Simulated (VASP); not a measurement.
# As: single point with r2SCAN+D3(BJ)

As:

```
CELL_PARAMETERS angstrom
1.82364 -5.54408 0.00000
1.82364 5.54408 0.00000
0.00000 0.00000 4.62502
ATOMIC_POSITIONS crystal
As 0.10748 0.89252 0.07000
As 0.60748 0.39252 0.43000
As 0.89252 0.10748 0.93000
As 0.39252 0.60748 0.57000
```

```
Program                : VASP 6.6.1
Task                   : single point
Functional             : r2SCAN
Dispersion             : D3(BJ)
Potentials or basis    : VASP PAW PBE potentials, release 64 (As)
Cutoff                 : 520 eV
k mesh                 : 12 × 12 × 10
Occupations            : gaussian, width 0.1 eV
Spin                   : no spin polarisation
Dipole correction      : no
Further INCAR settings : ALGO = Normal; EDIFF = 1e-06; NBANDS = 18
```

| Property | Result |
| --- | --- |
| Pressure | 0.1 GPa |
| Largest force | 0.040 eV/Å |
| Dispersion energy per atom | -0.180 eV |

Forces in eV/Å, atoms in the order of the input:
```
As   0.000 -0.026 -0.030
As   0.000 -0.026  0.030
As   0.000  0.026  0.030
As   0.000  0.026 -0.030
```

Levels at points of the mesh, in eV from the Fermi level:
```
           k point  band 7  band 8  band 9  band 10  band 11  band 12  band 13  band 14
(0.00, 0.00, 0.00)   -3.43   -2.40   -2.14    -1.28     1.59     1.91     2.29     3.18
(0.50, 0.00, 0.00)   -2.95   -2.95   -2.59    -2.59     1.05     1.05     1.35     1.35
(0.50, 0.50, 0.00)   -3.72   -1.67   -1.59    -0.03     0.00     1.83     2.21     2.86
(0.00, 0.00, 0.50)   -2.50   -2.50   -0.97    -0.97     1.04     1.04     2.42     2.42
(0.50, 0.00, 0.50)   -4.91   -4.91   -1.96    -1.96     2.11     2.11     4.31     4.31
(0.50, 0.50, 0.50)   -2.25   -2.25   -1.44    -1.44     1.50     1.50     2.05     2.05
```

Wall time 12 min on 1 thread of Intel(R) Xeon(R) 6975P-C (Granite Rapids), with other jobs on the host, peak memory 0.54 GiB.

Caveat: the PAW data sets were made with another functional, which shifts forces and pressure a little.
